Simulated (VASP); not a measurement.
A run of VASP 6.6.1 is set up as follows.

INCAR

```
SYSTEM = BN
PREC     = Accurate       ! precision mode
ENCUT    = 520            ! plane-wave cutoff, eV
EDIFF    = 1E-6           ! SCF threshold, eV
ISMEAR   = 0              ! smearing method
SIGMA    = 0.01           ! smearing width, eV
LREAL    = .False.        ! projectors in reciprocal space
LASPH    = .True.         ! aspherical terms in the spheres
NELM     = 100            ! most SCF steps
ALGO     = Normal         ! electronic algorithm
ISIF     = 2              ! what is computed and relaxed
LWAVE    = .False.        ! write WAVECAR
LCHARG   = .False.        ! write CHGCAR
GGA      = CA             ! functional
NBANDS   = 11             ! bands
```

KPOINTS

```
Automatic mesh
0
Gamma
  12 12 12
  0 0 0
```

File POSCAR:

```
BN
1.0
    0.0000000000      1.7902744181      1.7902744181
    1.7902744181      0.0000000000      1.7902744181
    1.7902744181      1.7902744181      0.0000000000
B N
1 1
Direct
    0.0000000000      0.0000000000      0.0000000000
    0.7500000000      0.7500000000      0.7500000000
```

Potentials or basis: VASP PAW LDA potentials, release 64 (B, N).

Launch:

```console
$ cat potpaw_LDA.64/B/POTCAR potpaw_LDA.64/N/POTCAR > POTCAR
$ mpirun -np 1 vasp_std > vasp.out
```

Question: Estimate the pressure.

Answer: 1.0 GPa.

Question: Estimate the band gap on the k mesh.

Answer: 4.38 eV, indirect (least direct gap 8.82 eV).

A k mesh can miss the band edges. A hybrid or GW would open this gap; LDA tends to underestimate it.
